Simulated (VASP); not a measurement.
# Cd (P6_3/mmc) in VASP: notebook

The runs below take Cd through single point, with PBE.

Everything below comes from runs of VASP 6.6.1. Logs are shortened: lines on timing, memory, paths and dates and some standing lists are left out, and cuts for length are marked.

### 1 The cell of the first run

It takes space group P6_3/mmc (No. 194, hexagonal). The conventional cell has a = 2.989 Å, b = 2.989 Å, c = 5.636 Å, α = 90.00°, β = 90.00°, γ = 120.00°. Cd (site symmetry -6m2) has 12 Cd at 2.99 to 3.30 Å within 3.9 Å.

### 2 Single point, PBE (volume scaled by 1.01)

File INCAR:

```
SYSTEM = Cd
ALGO     = Normal         ! electronic algorithm
EDIFF    = 1E-7           ! SCF threshold, eV
ENCUT    = 520            ! plane-wave cutoff, eV
GGA      = PE             ! functional
ISIF     = 2              ! what is computed and relaxed
ISMEAR   = -1             ! smearing method
LASPH    = .True.         ! aspherical terms in the spheres
LCHARG   = .False.        ! write CHGCAR
LREAL    = .False.        ! projectors in reciprocal space
LWAVE    = .False.        ! write WAVECAR
NBANDS   = 19             ! bands
NELM     = 100            ! most SCF steps
PREC     = Accurate       ! precision mode
SIGMA    = 0.05           ! smearing width, eV
```

File KPOINTS:

```
k-points
0
Gamma
  14 14 7
  0 0 0
```

File POSCAR:

```
Cd
1.0
    2.9887691672      0.0000000000      0.0000000000
   -1.4943845836      2.5883500248      0.0000000000
    0.0000000000      0.0000000000      5.6363134261
Cd
2
Direct
    0.3333333333      0.6666666667      0.2500000000
    0.6666666667      0.3333333333      0.7500000000
```

Potentials or basis: VASP PAW PBE potentials, release 64 (Cd).

On the command line:

```
$ cat potpaw_PBE.64/Cd/POTCAR > POTCAR
$ mpirun -np 1 vasp_std > vasp.out
```

OUTCAR:

```text
SYSTEM = Cd
   EDIFF = 1E-7
   ENCUT = 520
   GGA = PE
   ISIF = 2
   ISMEAR = -1
   LASPH = .True.
   LREAL = .False.
   NELM = 100
   PREC = Accurate

 ion  position               nearest neighbor table
   1  0.333  0.667  0.250-   2 3.30   2 3.30   2 3.30   2 3.30   2 3.30   2 3.30
   2  0.667  0.333  0.750-   1 3.30   1 3.30   1 3.30   1 3.30   1 3.30   1 3.30

  LATTYP: Found a hexagonal cell.
 ALAT       =     2.9887691672
 C/A-ratio  =     1.8858309594

  Lattice vectors:

 A1 = (   2.9887691672,   0.0000000000,   0.0000000000)
 A2 = (  -1.4943845836,   2.5883500248,   0.0000000000)
 A3 = (   0.0000000000,   0.0000000000,   5.6363134261)

Analysis of symmetry for initial positions (statically):
=====================================================================
 Subroutine PRICEL returns:
 Original cell was already a primitive cell.

 Routine SETGRP: Setting up the symmetry group for a
 hexagonal supercell.

 Subroutine GETGRP returns: Found 24 space group operations
 (whereof 12 operations were pure point group operations)
 out of a pool of 24 trial point group operations.

The static configuration has the point symmetry D_3d.
 The point group associated with its full space group is D_6h.

Analysis of symmetry for dynamics (positions and initial velocities):
=====================================================================
 Subroutine PRICEL returns:
 Original cell was already a primitive cell.

 Routine SETGRP: Setting up the symmetry group for a
 hexagonal supercell.

 Subroutine GETGRP returns: Found 24 space group operations
 (whereof 12 operations were pure point group operations)
 out of a pool of 24 trial point group operations.

The dynamic configuration has the point symmetry D_3d.
 The point group associated with its full space group is D_6h.

 Subroutine INISYM returns: Found 24 space group operations
 (whereof 12 operations are pure point group operations),
 and found     1 'primitive' translations

----------------------------------------------------------------------------------------

                                     Primitive cell

  volume of cell :      43.6024

  direct lattice vectors                    reciprocal lattice vectors
     2.988769167  0.000000000  0.000000000     0.334585893  0.193173255  0.000000000
    -1.494384584  2.588350025  0.000000000     0.000000000  0.386346510  0.000000000
     0.000000000  0.000000000  5.636313426     0.000000000  0.000000000  0.177420935

  length of vectors
     2.988769167  2.988769167  5.636313426     0.386346510  0.386346510  0.177420935

  position of ions in fractional coordinates (direct lattice)
     0.333333333  0.666666667  0.250000000
     0.666666667  0.333333333  0.750000000

  ion indices of the primitive-cell ions
   primitive index   ion index
                 1           1
                 2           2

----------------------------------------------------------------------------------------

 KPOINTS: k-points

Automatic generation of k-mesh.
 Grid dimensions read from file:
 generate k-points for:   14   14    7

 Generating k-lattice:

  Cartesian coordinates                     Fractional coordinates (reciprocal lattice)
     0.023898992  0.013798090  0.000000000     0.071428571  0.000000000  0.000000000
     0.000000000  0.027596179  0.000000000     0.000000000  0.071428571  0.000000000
     0.000000000  0.000000000  0.025345848     0.000000000  0.000000000  0.142857143

  Length of vectors
     0.027596179  0.027596179  0.025345848

  Shift w.r.t. Gamma in fractional coordinates (k-lattice)
     0.000000000  0.000000000  0.000000000

 Subroutine IBZKPT returns following result:
 ===========================================

 Found     96 irreducible k-points:

 Following reciprocal coordinates:
            Coordinates               Weight
  0.000000  0.000000  0.000000      1.000000
  0.071429  0.000000  0.000000      6.000000
  0.142857  0.000000  0.000000      6.000000
  0.214286 -0.000000  0.000000      6.000000
  0.285714  0.000000  0.000000      6.000000
  0.357143 -0.000000  0.000000      6.000000
[... 16 lines left out ...]
  0.285714  0.285714  0.000000      6.000000
  0.357143  0.285714  0.000000      6.000000
 [... further k-points ...]
   k-points           NKPTS =     96   k-points in BZ     NKDIM =     96   number of bands    NBANDS=     19
   number of dos      NEDOS =    301   number of ions     NIONS =      2
   total plane-waves  NPLWV =  24192
   dimension x,y,z NGX =    24 NGY =   24 NGZ =   42
   dimension x,y,z NGXF=    48 NGYF=   48 NGZF=   84
   ions per type =               2
   NGX,Y,Z   is equivalent  to a cutoff of  13.35, 13.35, 12.39 a.u.
   NGXF,Y,Z  is equivalent  to a cutoff of  26.70, 26.70, 24.78 a.u.
 SYSTEM =  Cd
   PREC   = accura    normal or accurate (medium, high low for compatibility)
   ISTART =      0    job   : 0-new  1-cont  2-samecut
   ICHARG =      2    charge: 1-file 2-atom 10-const
   ISPIN  =      1    spin polarized calculation?
   LNONCOLLINEAR =      F non collinear calculations
   LSORBIT =      F    spin-orbit coupling
   LASPH  =      T    aspherical Exc in radial PAW
   ENCUT  =  520.0 eV  38.22 Ry    6.18 a.u.   5.56  5.56 10.48*2*pi/ulx,y,z
   NELM   =    100;   NELMIN=  2; NELMDL= -5     # of ELM steps
   EDIFF  = 0.1E-06   stopping-criterion for ELM
   LREAL  =      F    real-space projection
   EDIFFG = 0.1E-05   stopping-criterion for IOM
   NSW    =      0    number of steps for IOM
   IBRION =     -1    ionic relax: 0-MD 1-quasi-New 2-CG
   NFREE  =      0    steps in history (QN), initial steepest desc. (CG)
   ISIF   =      2    stress and relaxation
   ISYM   =      2    0-nonsym 1-usesym 2-fastsym
   POTIM  = 0.5000    time-step for ionic-motion
   TEBEG  =    0.0;   TEEND  =   0.0 temperature during run
   PSTRESS=    0.0 pullay stress
   NELECT =      24.0000    total number of electrons
   NUPDOWN=      -1.0000    fix difference up-down
   EMIN   =  10.00;   EMAX   =-10.00  energy-range for DOS
   EFERMI =   0.00;   METHOD = LEGACY
   ISMEAR =    -1;   SIGMA  =   0.05  broadening in eV -4-tet -1-fermi 0-gaus
   EFERMI_NEDOS =   21; number of points for ismear=-14 and -15
   IALGO  =     38    algorithm
   IMIX   =      4    mixing-type and parameters
     AMIX     =   0.40;   BMIX     =  1.00
     AMIX_MAG =   1.60;   BMIX_MAG =  1.00
  volume/ion in A,a.u.               =      21.80       147.12
  Fermi-wavevector in a.u.,A,eV,Ry     =   1.341658  2.535365 24.491106  1.800045
  Thomas-Fermi vector in A             =   2.469874
   LORBIT       =      0    0 simple, 1 ext, 2 COOP (PROOUT), +10 PAW based schemes
   GGA     = PE    functional components
   LHFCALC =     F    Hartree Fock is set to
   AEXX    =    0.0000 exact exchange contribution
   IVDW    =     0    specifies the selected vdW correction
   LEPSILON=     F    determine dielectric tensor
   LRPA    =     F    only Hartree local field effects (RPA)
 non-spin polarized calculation
  energy-cutoff  :      520.00
  volume of cell :       43.60
 maximum number of plane-waves:      1197
 NGX is ok and might be reduce to    24
   NGX = 11   NGY = 11   NGZ = 21

 number of electron      23.9999990 magnetization

 Free energy of the ion-electron system (eV)
  ---------------------------------------------------
  ext. energy  EPLUGINS =         0.00000000
  ---------------------------------------------------
  free energy    TOTEN  =        -1.46861271 eV

  energy without entropy =       -1.46240380  energy(sigma->0) =       -1.46550825

 E-fermi :   2.9431     XC(G=0): -10.9800

 val. band max:        2.9103121333   @ k =   0.3571   0.0714   0.0000
 cond. band min:       2.9453083264   @ k =   0.3571   0.1429   0.1429
 fundamental gap:      0.0349961931
 Fermi energy:         2.9430838532

 k-point     1 :       0.0000    0.0000    0.0000
  band No.  band energies     occupation
      1      -6.9438      2.00000
      2      -6.6835      2.00000
      3      -6.3289      2.00000
      4      -6.3289      2.00000
      5      -6.2791      2.00000
      6      -6.2791      2.00000
[... 11 lines left out ...]
     18      17.6891      0.00000
     19      18.5797      0.00000

 k-point     2 :       0.0714    0.0000    0.0000
  band No.  band energies     occupation
      1      -6.8922      2.00000
      2      -6.6375      2.00000
      3      -6.3471      2.00000
      4      -6.2970      2.00000
      5      -6.2827      2.00000
      6      -6.2345      2.00000
[... 11 lines left out ...]
     18      17.6685      0.00000
     19      18.9914      0.00000

 k-point     3 :       0.1429    0.0000    0.0000
  band No.  band energies     occupation
      1      -6.7821      2.00000
      2      -6.5552      2.00000
      3      -6.3982      2.00000
      4      -6.3025      2.00000
      5      -6.1509      2.00000
      6      -6.1075      2.00000
[... 11 lines left out ...]
     18      17.1550      0.00000
     19      17.6791      0.00000

 k-point     4 :       0.2143   -0.0000    0.0000
  band No.  band energies     occupation
      1      -6.7723      2.00000
      2      -6.5437      2.00000
      3      -6.3904      2.00000
      4      -6.1854      2.00000
      5      -6.1815      2.00000
      6      -5.9546      2.00000
[... 11 lines left out ...]
     18      15.7454      0.00000
     19      16.2646      0.00000

 k-point     5 :       0.2857    0.0000    0.0000
  band No.  band energies     occupation
      1      -6.8707      2.00000
      2      -6.6645      2.00000
      3      -6.4010      2.00000
      4      -6.2362      2.00000
      5      -6.0663      2.00000
      6      -5.9955      2.00000
[... 11 lines left out ...]
     18      15.9377      0.00000
     19      16.2595      0.00000
[... 334 lines left out ...]
      2      -6.6007      2.00000
      3      -6.4888      2.00000
      4      -6.2903      2.00000
      5      -6.1256      2.00000
      6      -6.1023      2.00000
[... 11 lines left out ...]
     18      11.1389      0.00000
     19      12.4148      0.00000

 k-point    22 :       0.3571    0.2143    0.0000
  band No.  band energies     occupation
      1      -6.6670      2.00000
      2      -6.6437      2.00000
      3      -6.4715      2.00000
      4      -6.2613      2.00000
      5      -6.1918      2.00000
      6      -6.0285      2.00000
[... 11 lines left out ...]
     18      10.8358      0.00000
     19      12.1776      0.00000

 k-point    23 :       0.2857    0.2857    0.0000
  band No.  band energies     occupation
      1      -6.6139      2.00000
      2      -6.4596      2.00000
      3      -6.4108      2.00000
      4      -6.2931      2.00000
      5      -6.1791      2.00000
      6      -6.0560      2.00000
[... 11 lines left out ...]
     18       9.6648      0.00000
     19      11.1920      0.00000

 k-point    24 :       0.3571    0.2857    0.0000
  band No.  band energies     occupation
      1      -6.6161      2.00000
      2      -6.4236      2.00000
      3      -6.3005      2.00000
      4      -6.2610      2.00000
      5      -6.2407      2.00000
      6      -6.1066      2.00000
[... 11 lines left out ...]
     18       8.8366      0.00000
     19      10.8686      0.00000

 [... further k-points ...]

------------------------ aborting loop because EDIFF is reached ----------------------------------------

  FORCE on cell =-STRESS in cart. coord.  units (eV):
  Direction    XX          YY          ZZ          XY          YZ          ZX
  --------------------------------------------------------------------------------------
  -------------------------------------------------------------------------------------
  Total        0.8667695      0.8667695      0.4949464      0.0000000     -0.0000000      0.0000000
  in kB       31.8495780     31.8495780     18.1868827      0.0000000     -0.0000000      0.0000000
  external PRESSURE =      27.2953462 kB  Pullay stress =       0.0000000 kB

 VOLUME and BASIS-vectors are now :
 -----------------------------------------------------------------------------
  energy-cutoff  :      520.00
  volume of cell :       43.60
      direct lattice vectors                 reciprocal lattice vectors
     2.988769167  0.000000000  0.000000000     0.334585893  0.193173255  0.000000000
    -1.494384584  2.588350025  0.000000000     0.000000000  0.386346510  0.000000000
     0.000000000  0.000000000  5.636313426     0.000000000  0.000000000  0.177420935

 POSITION                                       TOTAL-FORCE (eV/Angst)
 -----------------------------------------------------------------------------------
     -0.00000      1.72557      1.40908        -0.000000      0.000000     -0.000000
      1.49438      0.86278      4.22724         0.000000     -0.000000      0.000000
 -----------------------------------------------------------------------------------
    total drift:                               -0.000000      0.000000      0.000000

  FREE ENERGIE OF THE ION-ELECTRON SYSTEM (eV)
  ---------------------------------------------------
  free  energy   TOTEN  =        -1.4686127074 eV

  energy  without entropy=       -1.4624037956  energy(sigma->0) =       -1.46550825
```

It took 18 s on 1 thread of Intel Xeon 6975P-C (Granite Rapids), shared host; peak memory 0.19 GiB.

Results:

```
Free energy            : -1.4686 eV
Pressure               : 2.7 GPa
Band gap on the k mesh : zero (band 12 reaches 4.21 eV, above the bottom of band 13 at -0.09 eV)
```

(Part 1 of 2 ends here.)
